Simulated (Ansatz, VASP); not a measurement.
## One calculation of SiC, two programs

```
Si C
1.0
     3.07600    0.00000    0.00000
    -1.53800    2.66389    0.00000
     0.00000    0.00000    5.04800
Si C
2 2
Direct
  0.66667 0.33333 0.50000
  0.33333 0.66667 0.00000
  0.66667 0.33333 0.88500
  0.33333 0.66667 0.38500
```

Alike in both runs: task single point; functional PBE-based screened hybrid; k mesh 5 × 5 × 3; occupations fermi-dirac, width 0.05 eV; no spin polarisation.

```csv
,VASP,Ansatz
version,VASP 6.6.1,Ansatz 0.2.0
potentials or method,"VASP PAW PBE potentials, release 64 (Si, C)",Ansatz PAW
plane-wave cutoff (eV),520,420
valence electrons in the cell,16,16
```

```tsv
	VASP	Ansatz	Ansatz less VASP
gap on the k mesh at the Fermi level (eV)	3.15	3.15	+0.001
least direct gap on the mesh (eV)	4.63	4.63	-0.004
pressure (GPa)	0.4	0.6	+0.20
traceless stress, the component that is largest in VASP (GPa)	-3.28	-3.35	-0.069
rms of the force components (eV/Å)	0.432	0.432	-0.0005
```

VASP's potentials were made for PBE, not for PBE-based screened hybrid. Atom by atom the forces differ by 0.001 eV/Å (rms over components).

The k mesh is coarse, so the values compare programs but aren't converged. Noted on Ansatz's run: odd divisions of the mesh miss points on the zone boundary, where band edges often lie, so the gap on the mesh can be too wide.
